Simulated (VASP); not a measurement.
Set up this calculation in VASP 6.6.1, as the native input.

```yaml
Task: relaxation of cell and atoms
Functional: PBEsol
Potentials_or_basis: VASP PAW PBE potentials, release 64 (Te, Pt)
Cutoff: 500 eV
k_mesh: 12 × 12 × 8
Occupations: gaussian, width 0.1 eV
Spin: no spin polarisation
Dipole_correction: no
Further_INCAR_settings: ALGO = Normal; EDIFF = 1e-07; IBRION = 2; EDIFFG = -0.005; NSW = 100; ISIF = 3
```

The structure of Te2Pt lies in POSCAR:

```
Te2Pt
1.0
    4.0375596801      0.0000000000      0.0000000000
   -2.0187798400      3.4966292523      0.0000000000
    0.0000000000      0.0000000000      5.1783598542
Te Pt
2 1
Direct
    0.3333333333      0.6666666667      0.2609155583
    0.6666666667      0.3333333333      0.7390844417
    0.0000000000      0.0000000000      0.0000000000
```

These files were run (other wordings do the same):

INCAR

```
SYSTEM = Te2Pt
PREC = Accurate ; ENCUT = 500
EDIFF = 1E-7 ; ISMEAR = 0
SIGMA = 0.1 ; LREAL = .False.
LASPH = .True. ; NELM = 120
ALGO = Normal ; ISIF = 3
LWAVE = .False. ; LCHARG = .False.
GGA = PS ; IBRION = 2
NSW = 100 ; EDIFFG = -0.005
GGA_COMPAT = .False. ; NELMIN = 4
```

KPOINTS

```
regular mesh
0
Gamma
  12 12 8
  0 0 0
```

Potentials or basis: VASP PAW PBE potentials, release 64 (Te, Pt).

Run with:

```sh
$ cat potpaw_PBE.64/Te/POTCAR potpaw_PBE.64/Pt/POTCAR > POTCAR
$ mpirun -np 1 vasp_std > vasp.out
```

It gave:

```yaml
Relaxed_volume: 24.22 Å³/atom
Relaxed_cell: a = 4.043 Å, b = 4.043 Å, c = 5.132 Å, α = 90.00°, β = 90.00°, γ = 120.00°
Space_group_after_relaxing_to_0.05_Å: P-3m1 (No. 164)
Energy_gained_by_relaxing: 0.3 meV/atom
Ionic_steps: 11
Pressure_after_relaxing: 0.0 GPa
Band_gap_on_the_k_mesh: zero (band 11 reaches 9.79 eV, above the bottom of band 12 at 8.46 eV)
```

Caveat: the PAW data sets were made with another functional, which shifts forces and pressure a little; spin-orbit coupling is left out, which moves the levels of the heavy elements.

It took 10 min on 1 thread of Intel(R) Xeon(R) Platinum 8259CL CPU @ 2.50GHz (Skylake/Cascade Lake), with other jobs on the host, peak memory 0.3 GiB.
